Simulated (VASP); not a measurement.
A run of VASP 6.6.1:

The input POSCAR:

```
BN
1.0
    2.5434023086     -0.0000000029      0.0000000000
   -1.2717011518      2.2026510127      0.0000000000
    0.0000000000      0.0000000000      4.2069931500
B N
2 2
Direct
    0.6666666667      0.3333333333      0.0001583200
    0.3333333333      0.6666666667      0.5001583200
    0.6666666667      0.3333333333      0.3748416800
    0.3333333333      0.6666666667      0.8748416800
```

Contents of INCAR.step1:

```
PREC = Accurate ; ENCUT = 520
ISMEAR = -1 ; SIGMA = 0.02
LREAL = F ; LASPH = T
NELM = 100 ; NBANDS = 16
GGA = PE ; ALGO = Normal
EDIFF = 1E-4 ; LWAVE = T
LCHARG = F
```

The input INCAR.step2:

```
PREC = Accurate ; ENCUT = 520
EDIFF = 1E-7 ; ISMEAR = -1
SIGMA = 0.02 ; LREAL = F
LASPH = T ; NELM = 100
ALGO = Normal ; ISIF = 2
LWAVE = F ; LCHARG = F
METAGGA = R2SCAN ; LMIXTAU = T
NBANDS = 16 ; ISTART = 1
```

The input KPOINTS:

```
Automatic mesh
0
Gamma
  12 12 8
```

Potentials or basis: VASP PAW PBE potentials, release 64 (B, N).

Command:

```console
$ cat potpaw_PBE.64/B/POTCAR potpaw_PBE.64/N/POTCAR > POTCAR
$ cp INCAR.step1 INCAR
$ mpirun -np 1 vasp_std > vasp.out
$ cp INCAR.step2 INCAR
$ mpirun -np 1 vasp_std > vasp.out
```

Hardware: 1 thread of AMD EPYC 7R43 64-Core Processor (Zen 3) (shared host).

Question: Estimate the wall time of this run.

Answer: Wall time 2.1 min on 1 thread of AMD EPYC 7R43 64-Core Processor (Zen 3), with other jobs on the host, peak memory 0.11 GiB. Counts: k points 95.
